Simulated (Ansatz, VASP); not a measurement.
Zn2CdSe3: VASP beside Ansatz

```
Zn Cd Se
1.0
     4.14846    0.00000    0.00000
    -2.07423    3.59267    0.00000
     0.00000    0.00000   20.57005
Zn Cd Se
4 2 6
Direct
  0.33333 0.66667 0.99768
  0.33333 0.66667 0.33870
  0.66667 0.33333 0.49768
  0.66667 0.33333 0.83870
  0.33333 0.66667 0.67054
  0.66667 0.33333 0.17054
  0.33333 0.66667 0.11815
  0.33333 0.66667 0.45966
  0.33333 0.66667 0.80026
  0.66667 0.33333 0.30026
  0.66667 0.33333 0.61816
  0.66667 0.33333 0.95966
```

Alike in both runs: task single point; functional r2SCAN; k mesh 6 × 6 × 2; occupations gaussian, width 0.02 eV; no spin polarisation.

|  | VASP | Ansatz |
| --- | --- | --- |
| version | VASP 6.6.1 | Ansatz 0.2.0 |
| potentials or method | VASP PAW PBE potentials, release 64 (Zn, Cd, Se), cutoff 550 eV | scalar-relativistic, plane waves, PAW |
| valence electrons in the cell | 108 | 184 |

Ansatz gave:

| Property | Result |
| --- | --- |
| gap on the k mesh at the Fermi level (eV) | 1.26 |
| least direct gap on the mesh (eV) | 1.26 |
| pressure (GPa) | -1.9 |
| traceless stress, the component that is largest in VASP (GPa) | -0.02 |
| rms of the force components (eV/Å) | 0.015 |

Task: Estimate VASP's values.

Result: gap on the k mesh at the Fermi level (eV): 1.25; least direct gap on the mesh (eV): 1.25; pressure (GPa): -1.7; traceless stress, the component that is largest in VASP (GPa): -0.05; rms of the force components (eV/Å): 0.018.

VASP's potentials were made for PBE, not for r2SCAN. Atom by atom the forces differ by 0.007 eV/Å (rms over components). VASP's potentials hold 108 valence electrons a cell and Ansatz's 184, so a difference there can come from the potentials and not from the codes.
